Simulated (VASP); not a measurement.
# SiC (P6_3mc) in VASP: a series of runs

The runs below take SiC through relaxation of the atoms, with PBE.

All numbers are computed with VASP 6.6.1; they aren't measurements. Logs are shortened: lines on timing, memory, paths and dates and some standing lists are left out, and cuts for length are marked.

**1. The cell of the first run**

It takes space group P6_3mc (No. 186, hexagonal). Conventional cell: a = 3.034 Å, b = 3.034 Å, c = 4.980 Å, α = 90.00°, β = 90.00°, γ = 120.00°. Within 2.5 Å of Si (site symmetry 3m) lie 4 C at 1.86 to 1.87 Å. Within 2.5 Å of C (site symmetry 3m) lie 4 Si at 1.86 to 1.87 Å.

**2. Relaxation of the atoms, PBE (9.93 Å³/atom)**

The input, INCAR:

```
SYSTEM = SiC
PREC = Accurate ; ENCUT = 520
EDIFF = 1E-7 ; ISMEAR = -1
SIGMA = 0.02 ; LREAL = .FALSE.
LASPH = .TRUE. ; NELM = 80
ALGO = Normal ; ISIF = 2
LWAVE = .FALSE. ; LCHARG = .FALSE.
GGA = PE ; IBRION = 2
NSW = 80 ; EDIFFG = -0.02
```

The input, KPOINTS:

```
Automatic mesh
0
G
  16 16 9
  0 0 0
```

The input, POSCAR:

```
SiC
1.0
    3.0344273362      0.0000000000      0.0000000000
   -1.5172136681      2.6278911591      0.0000000000
    0.0000000000      0.0000000000      4.9797754205
Si C
2 2
Direct
    0.3333333333      0.6666666667      0.0044955126
    0.6666666667      0.3333333333      0.5044955126
    0.3333333333      0.6666666667      0.3805044874
    0.6666666667      0.3333333333      0.8805044874
```

Potentials or basis: VASP PAW PBE potentials, release 64 (Si, C).

Launch:

```
$ cat potpaw_PBE.64/Si/POTCAR potpaw_PBE.64/C/POTCAR > POTCAR
$ mpirun -np 1 vasp_std > vasp.out
```

OUTCAR:

```text
SYSTEM = SiC
   PREC = Accurate
   ENCUT = 520
   EDIFF = 1E-7
   ISMEAR = -1
   LREAL = .FALSE.
   LASPH = .TRUE.
   NELM = 80
   ISIF = 2
   GGA = PE
   IBRION = 2
   NSW = 80
   EDIFFG = -0.02

 ion  position               nearest neighbor table
   1  0.333  0.667  0.004-   4 1.86   4 1.86   4 1.86   3 1.87   2 3.04   2 3.04   2 3.04   2 3.04
                             2 3.04   2 3.04
   2  0.667  0.333  0.504-   3 1.86   3 1.86   3 1.86   4 1.87   1 3.04   1 3.04   1 3.04   1 3.04
                             1 3.04   1 3.04
   3  0.333  0.667  0.381-   2 1.86   2 1.86   2 1.86   1 1.87
   4  0.667  0.333  0.881-   1 1.86   1 1.86   1 1.86   2 1.87

  LATTYP: Found a hexagonal cell.
 ALAT       =     3.0344273362
 C/A-ratio  =     1.6410923277

  Lattice vectors:

 A1 = (   3.0344273362,   0.0000000000,   0.0000000000)
 A2 = (  -1.5172136681,   2.6278911591,   0.0000000000)
 A3 = (   0.0000000000,   0.0000000000,   4.9797754205)

Analysis of symmetry for initial positions (statically):
=====================================================================
 Subroutine PRICEL returns:
 Original cell was already a primitive cell.

 Routine SETGRP: Setting up the symmetry group for a
 hexagonal supercell.

 Subroutine GETGRP returns: Found 12 space group operations
 (whereof  6 operations were pure point group operations)
 out of a pool of 24 trial point group operations.

The static configuration has the point symmetry C_3v.
 The point group associated with its full space group is C_6v.

Analysis of symmetry for dynamics (positions and initial velocities):
=====================================================================
 Subroutine PRICEL returns:
 Original cell was already a primitive cell.

 Routine SETGRP: Setting up the symmetry group for a
 hexagonal supercell.

 Subroutine GETGRP returns: Found 12 space group operations
 (whereof  6 operations were pure point group operations)
 out of a pool of 24 trial point group operations.

The dynamic configuration has the point symmetry C_3v.
 The point group associated with its full space group is C_6v.

 Subroutine INISYM returns: Found 12 space group operations
 (whereof  6 operations are pure point group operations),
 and found     1 'primitive' translations

----------------------------------------------------------------------------------------

                                     Primitive cell

  volume of cell :      39.7095

  direct lattice vectors                    reciprocal lattice vectors
     3.034427336  0.000000000  0.000000000     0.329551474  0.190266632  0.000000000
    -1.517213668  2.627891159  0.000000000     0.000000000  0.380533264  0.000000000
     0.000000000  0.000000000  4.979775421     0.000000000  0.000000000  0.200812269

  length of vectors
     3.034427336  3.034427336  4.979775421     0.380533264  0.380533264  0.200812269

  position of ions in fractional coordinates (direct lattice)
     0.333333333  0.666666667  0.004495513
     0.666666667  0.333333333  0.504495513
     0.333333333  0.666666667  0.380504487
     0.666666667  0.333333333  0.880504487

  ion indices of the primitive-cell ions
   primitive index   ion index
                 1           1
                 2           2
                 3           3
                 4           4

----------------------------------------------------------------------------------------

 KPOINTS: Automatic mesh

Automatic generation of k-mesh.
 Grid dimensions read from file:
 generate k-points for:   16   16    9

 Generating k-lattice:

  Cartesian coordinates                     Fractional coordinates (reciprocal lattice)
     0.020596967  0.011891664  0.000000000     0.062500000  0.000000000  0.000000000
     0.000000000  0.023783329  0.000000000     0.000000000  0.062500000  0.000000000
     0.000000000  0.000000000  0.022312474     0.000000000  0.000000000  0.111111111

  Length of vectors
     0.023783329  0.023783329  0.022312474

  Shift w.r.t. Gamma in fractional coordinates (k-lattice)
     0.000000000  0.000000000  0.000000000

 Subroutine IBZKPT returns following result:
 ===========================================

 Found    150 irreducible k-points:

 Following reciprocal coordinates:
            Coordinates               Weight
  0.000000  0.000000  0.000000      1.000000
  0.062500  0.000000  0.000000      6.000000
  0.125000  0.000000  0.000000      6.000000
  0.187500  0.000000  0.000000      6.000000
  0.250000  0.000000  0.000000      6.000000
  0.312500  0.000000  0.000000      6.000000
[... 16 lines left out ...]
  0.187500  0.187500  0.000000      6.000000
  0.250000  0.187500  0.000000     12.000000
 [... further k-points ...]
   k-points           NKPTS =    150   k-points in BZ     NKDIM =    150   number of bands    NBANDS=     12
   number of dos      NEDOS =    301   number of ions     NIONS =      4
   total plane-waves  NPLWV =  23040
   dimension x,y,z NGX =    24 NGY =   24 NGZ =   40
   dimension x,y,z NGXF=    48 NGYF=   48 NGZF=   80
   ions per type =               2   2
   NGX,Y,Z   is equivalent  to a cutoff of  13.15, 13.15, 13.35 a.u.
   NGXF,Y,Z  is equivalent  to a cutoff of  26.30, 26.30, 26.71 a.u.
 SYSTEM =  SiC
   PREC   = accura    normal or accurate (medium, high low for compatibility)
   ISTART =      0    job   : 0-new  1-cont  2-samecut
   ICHARG =      2    charge: 1-file 2-atom 10-const
   ISPIN  =      1    spin polarized calculation?
   LNONCOLLINEAR =      F non collinear calculations
   LSORBIT =      F    spin-orbit coupling
   LASPH  =      T    aspherical Exc in radial PAW
   ENCUT  =  520.0 eV  38.22 Ry    6.18 a.u.   5.64  5.64  9.26*2*pi/ulx,y,z
   NELM   =     80;   NELMIN=  2; NELMDL= -5     # of ELM steps
   EDIFF  = 0.1E-06   stopping-criterion for ELM
   LREAL  =      F    real-space projection
   EDIFFG = -.2E-01   stopping-criterion for IOM
   NSW    =     80    number of steps for IOM
   IBRION =      2    ionic relax: 0-MD 1-quasi-New 2-CG
   NFREE  =      1    steps in history (QN), initial steepest desc. (CG)
   ISIF   =      2    stress and relaxation
   ISYM   =      2    0-nonsym 1-usesym 2-fastsym
   POTIM  = 0.5000    time-step for ionic-motion
   TEBEG  =    0.0;   TEEND  =   0.0 temperature during run
   PSTRESS=    0.0 pullay stress
   NELECT =      16.0000    total number of electrons
   NUPDOWN=      -1.0000    fix difference up-down
   EMIN   =  10.00;   EMAX   =-10.00  energy-range for DOS
   EFERMI =   0.00;   METHOD = LEGACY
   ISMEAR =    -1;   SIGMA  =   0.02  broadening in eV -4-tet -1-fermi 0-gaus
   EFERMI_NEDOS =   21; number of points for ismear=-14 and -15
   IALGO  =     38    algorithm
   IMIX   =      4    mixing-type and parameters
     AMIX     =   0.40;   BMIX     =  1.00
     AMIX_MAG =   1.60;   BMIX_MAG =  1.00
  volume/ion in A,a.u.               =       9.93        66.99
  Fermi-wavevector in a.u.,A,eV,Ry     =   1.209159  2.284980 19.892620  1.462066
  Thomas-Fermi vector in A             =   2.344745
   LORBIT       =      0    0 simple, 1 ext, 2 COOP (PROOUT), +10 PAW based schemes
   GGA     = PE    functional components
   LHFCALC =     F    Hartree Fock is set to
   AEXX    =    0.0000 exact exchange contribution
   IVDW    =     0    specifies the selected vdW correction
   LEPSILON=     F    determine dielectric tensor
   LRPA    =     F    only Hartree local field effects (RPA)
 conjugate gradient relaxation of ions
 non-spin polarized calculation
  energy-cutoff  :      520.00
  volume of cell :       39.71
 maximum number of plane-waves:      1099
 NGX is ok and might be reduce to    24
   NGX = 11   NGY = 11   NGZ = 19

--------------------------------------- Ionic step        1  -------------------------------------------

 number of electron      15.9999998 magnetization

 Free energy of the ion-electron system (eV)
  ---------------------------------------------------
  ext. energy  EPLUGINS =         0.00000000
  ---------------------------------------------------
  free energy    TOTEN  =       -30.01830315 eV

  energy without entropy =      -30.01830315  energy(sigma->0) =      -30.01830315

------------------------ aborting loop because EDIFF is reached ----------------------------------------

  FORCE on cell =-STRESS in cart. coord.  units (eV):
  Direction    XX          YY          ZZ          XY          YZ          ZX
  --------------------------------------------------------------------------------------
  -------------------------------------------------------------------------------------
  Total        3.3458686      3.3458686      3.2371121      0.0000000      0.0000000      0.0000000
  in kB      134.9974597    134.9974597    130.6094028      0.0000000      0.0000000      0.0000000
  external PRESSURE =     133.5347740 kB  Pullay stress =       0.0000000 kB
[... 61 lines left out ...]
  energy  without entropy=      -30.0183101967  energy(sigma->0) =      -30.01831020

--------------------------------------- Ionic step        3  -------------------------------------------

 number of electron      15.9999998 magnetization

 Free energy of the ion-electron system (eV)
  ---------------------------------------------------
  ext. energy  EPLUGINS =         0.00000000
  ---------------------------------------------------
  free energy    TOTEN  =       -30.01833988 eV

  energy without entropy =      -30.01833988  energy(sigma->0) =      -30.01833988

 E-fermi :   9.1274     XC(G=0): -11.5293

 val. band max:        8.7309423732   @ k =   0.0000   0.0000   0.0000
 cond. band min:      10.9935281379   @ k =   0.3125   0.3125   0.0000
 fundamental gap:      2.2625857647
 Fermi energy:         9.1274367022

 k-point     1 :       0.0000    0.0000    0.0000
  band No.  band energies     occupation
      1      -7.1694      2.00000
      2      -3.4472      2.00000
      3      -0.2070      2.00000
      4       7.3950      2.00000
      5       7.3950      2.00000
      6       8.6142      2.00000
      7       8.7309      2.00000
      8       8.7309      2.00000
      9      13.8813      0.00000
     10      15.3690      0.00000
     11      15.6422      0.00000
     12      15.6422      0.00000
[... 331 lines left out ...]
 k-point    24 :       0.2500    0.1875    0.0000
  band No.  band energies     occupation
      1      -4.7161      2.00000
      2      -1.7871      2.00000
      3       1.4244      2.00000
      4       2.6690      2.00000
      5       3.3143      2.00000
      6       4.6453      2.00000
      7       6.3747      2.00000
      8       6.5382      2.00000
      9      12.5723      0.00000
     10      14.8269      0.00000
     11      16.3819      0.00000
     12      16.9169      0.00000

 [... further k-points ...]

------------------------ aborting loop because EDIFF is reached ----------------------------------------

  FORCE on cell =-STRESS in cart. coord.  units (eV):
  Direction    XX          YY          ZZ          XY          YZ          ZX
  --------------------------------------------------------------------------------------
  -------------------------------------------------------------------------------------
  Total        3.3282382      3.3282382      3.2702903      0.0000000      0.0000000     -0.0000000
  in kB      134.2861164    134.2861164    131.9480633      0.0000000      0.0000000     -0.0000000
  external PRESSURE =     133.5067653 kB  Pullay stress =       0.0000000 kB
[... 19 lines left out ...]
  FREE ENERGIE OF THE ION-ELECTRON SYSTEM (eV)
  ---------------------------------------------------
  free  energy   TOTEN  =       -30.0183398806 eV

  energy  without entropy=      -30.0183398806  energy(sigma->0) =      -30.01833988

 reached required accuracy - stopping structural energy minimisation
```

Wall time 45 s (1 thread of Intel Xeon Platinum 8559C (Emerald Rapids), shared host); peak memory 0.19 GiB.

Results:

- Free energy: -30.0183 eV
- Energy gained by relaxing: 0.0 meV/atom
- Ionic steps: 3
- Pressure after relaxing: 13.4 GPa
- Band gap on the k mesh: 2.26 eV (least direct gap 4.05 eV)

Final structure:
```
CELL_PARAMETERS angstrom
3.03443 0.00000 0.00000
-1.51721 2.62789 0.00000
0.00000 0.00000 4.97978
ATOMIC_POSITIONS crystal
Si 0.33333 0.66667 0.00463
Si 0.66667 0.33333 0.50463
C 0.33333 0.66667 0.38037
C 0.66667 0.33333 0.88037
```

Levels at points of the mesh, in eV from the valence-band top:
| k point | band 5 | band 6 | band 7 | band 8 | band 9 | band 10 | band 11 | band 12 |
| --- | --- | --- | --- | --- | --- | --- | --- | --- |
| (0.00, 0.00, 0.00) | -1.34 | -0.12 | 0.00 | 0.00 | 5.15 | 6.64 | 6.91 | 6.91 |
| (0.50, 0.00, 0.00) | -5.58 | -3.41 | -3.40 | -1.21 | 2.84 | 4.26 | 7.20 | 7.29 |

Caveat: an odd mesh through Γ misses points on the zone boundary, where band edges can lie.

**3. Relaxation of the atoms, PBE (10.55 Å³/atom)**

This run uses another cell than the first one, of 10.55 Å³/atom.

The input, INCAR:

```
ALGO = Normal
EDIFF = 1E-6
EDIFFG = -0.02
ENCUT = 520
GGA = PE
IBRION = 2
ISIF = 2
ISMEAR = -1
LASPH = True
LCHARG = False
LREAL = False
LWAVE = False
NELM = 80
NSW = 80
PREC = Accurate
SIGMA = 0.02
```

The input, KPOINTS:

```
k-points
0
Gamma
  16 16 9
```

The input, POSCAR:

```
SiC
1.0
    3.0963714546      0.0000000000      0.0000000000
   -1.5481857273      2.6815363392      0.0000000000
    0.0000000000      0.0000000000      5.0814314379
Si C
2 2
Direct
    0.3333333333      0.6666666667      0.0044955126
    0.6666666667      0.3333333333      0.5044955126
    0.3333333333      0.6666666667      0.3805044874
    0.6666666667      0.3333333333      0.8805044874
```

Potentials or basis: VASP PAW PBE potentials, release 64 (Si, C).

Launch:

```
$ cat potpaw_PBE.64/Si/POTCAR potpaw_PBE.64/C/POTCAR > POTCAR
$ mpirun -np 1 vasp_std > vasp.out
```

It took 47 s on 1 thread of Intel Xeon Platinum 8259CL at 2.50GHz (Skylake/Cascade Lake), shared host; peak memory 0.2 GiB.

The run converged. Its results:

| Property | Result |
| --- | --- |
| Free energy | -30.1098 eV |
| Pressure after relaxing | -0.9 GPa |
| Largest force after relaxing | 0.014 eV/Å |
| Band gap on the k mesh | 2.38 eV (least direct gap 3.93 eV) |

Forces in eV/Å, atoms in the order of the input:
```
Si   0.000  0.000  0.014
Si   0.000  0.000  0.014
C    0.000  0.000 -0.014
C    0.000  0.000 -0.014
```

Final structure:
```cif
data_structure
_symmetry_space_group_name_H-M 'P 1'
_symmetry_Int_Tables_number 1
_cell_length_a 3.0964
_cell_length_b 3.0964
_cell_length_c 5.0814
_cell_angle_alpha 90.000
_cell_angle_beta 90.000
_cell_angle_gamma 120.000
_cell_volume 42.19
loop_
_atom_site_label
_atom_site_type_symbol
_atom_site_fract_x
_atom_site_fract_y
_atom_site_fract_z
_atom_site_occupancy
Si1 Si 0.33333 0.66667 0.00450 1
Si2 Si 0.66667 0.33333 0.50450 1
C1 C 0.33333 0.66667 0.38050 1
C2 C 0.66667 0.33333 0.88050 1
```

Levels at points of the mesh, in eV from the valence-band top:
| k point | band 4 | band 5 | band 6 | band 7 | band 8 | band 9 | band 10 | band 11 | band 12 |
| --- | --- | --- | --- | --- | --- | --- | --- | --- | --- |
| (0.00, 0.00, 0.00) | -1.31 | -1.31 | -0.10 | 0.00 | 0.00 | 4.64 | 6.00 | 6.55 | 6.55 |
| (0.50, 0.00, 0.00) | -6.24 | -5.35 | -3.28 | -3.22 | -1.19 | 2.75 | 4.21 | 6.73 | 7.06 |

Caveat: the relaxation stopped at its first step, so nothing moved; an odd mesh through Γ misses points on the zone boundary, where band edges can lie.

(Part 1 of 2 ends here.)
